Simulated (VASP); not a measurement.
Wanted: the native input for a VASP 6.6.1 run.

- Task: relaxation of cell and atoms
- Functional: PBE
- Potentials or basis: VASP PAW PBE potentials, release 64 (H, As, F)
- Cutoff: 600 eV
- k mesh: 4 × 4 × 6
- Occupations: gaussian, width 0.1 eV
- Spin: no spin polarisation
- Dipole correction: no
- Further INCAR settings: ALGO = Normal; EDIFF = 1e-07; IBRION = 2; EDIFFG = -0.04; NSW = 90; ISIF = 3

The structure of AsHF lies in POSCAR:

```
AsHF
1.0
    4.0601734500      0.0000000000      0.0000000000
    0.0000000000      4.0601734500      0.0000000000
    0.0000000000      0.0000000000      3.1713609800
H As F
1 1 1
Direct
    0.5000000000      0.5000000000      0.5000000000
    0.5000000000      0.5000000000      0.0000000000
    0.0000000000      0.0000000000      0.5000000000
```

The cell was generated, and may not be a known phase.

One way to write it, as run:

INCAR

```
PREC = Accurate ; ENCUT = 600
EDIFF = 1E-7 ; ISMEAR = 0
SIGMA = 0.1 ; LREAL = F
LASPH = T ; NELM = 120
ALGO = Normal ; ISIF = 3
LWAVE = F ; LCHARG = F
GGA = PE ; IBRION = 2
NSW = 90 ; EDIFFG = -0.04
GGA_COMPAT = F ; NELMIN = 4
```

KPOINTS

```
regular mesh
0
Gamma
  4 4 6
```

Potentials or basis: VASP PAW PBE potentials, release 64 (H, As, F).

Command:

```bash
$ cat potpaw_PBE.64/H/POTCAR potpaw_PBE.64/As/POTCAR potpaw_PBE.64/F/POTCAR > POTCAR
$ mpirun -np 1 vasp_std > vasp.out
```

Results of the run:

```json
{"Relaxed volume": "10.83 Å³/atom", "Relaxed cell": "a = 3.097 Å, b = 3.097 Å, c = 3.388 Å, α = 90.00°, β = 90.00°, γ = 90.00°", "Space group after relaxing (to 0.1 Å)": "P4/mmm (No. 123)", "Energy gained by relaxing": "499.5 meV/atom", "Ionic steps": "10", "Pressure after relaxing": "0.5 GPa", "Band gap on the k mesh": "zero (an odd number of electrons rules out a gap without spin polarisation)"}
```

Caveat: the k points lie up to 0.51 Å⁻¹ apart in the final cell, too coarse for converged energies and pressures of a metal; the volume moved by over 15 % at a fixed basis, so the end points are rough; an odd number of electrons without spin polarisation forces a metal; a magnetic or distorted state may lie lower.

Run time: 110 s on 1 thread of Oxide Virtual Turin-like Processor, with other jobs on the host, peak memory 0.16 GiB.
